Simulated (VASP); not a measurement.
Nb, 1 atom in the cell. The typed cell holds 1 atom: a = 2.883 Å, b = 3.017 Å, c = 2.870 Å, α = 110.11°, β = 110.69°, γ = 107.11°. 

```yaml
Program: VASP 6.6.1
Task: single point
Functional: PBE
Potentials_or_basis: VASP PAW PBE potentials, release 64 (Nb_sv)
Cutoff: 520 eV
k_mesh: 4 × 3 × 4
Occupations: gaussian, width 0.1 eV
Spin: no spin polarisation
Dipole_correction: no
Further_INCAR_settings: ALGO = Normal; EDIFF = 1e-07; NBANDS = 12
```

Potentials or basis: VASP PAW PBE potentials, release 64 (Nb_sv).

Run with:

```console
$ cat potpaw_PBE.64/Nb_sv/POTCAR > POTCAR
$ mpirun -np 1 vasp_std > vasp.out
```

Hardware: 1 thread of AMD EPYC 7R13 (shared host).

Q: Estimate the wall time of this run.

A: Run time: 7.1 s on 1 thread of AMD EPYC 7R13 (shared host), peak memory 0.11 GiB. Counts: scf iterations 14, k points 26.
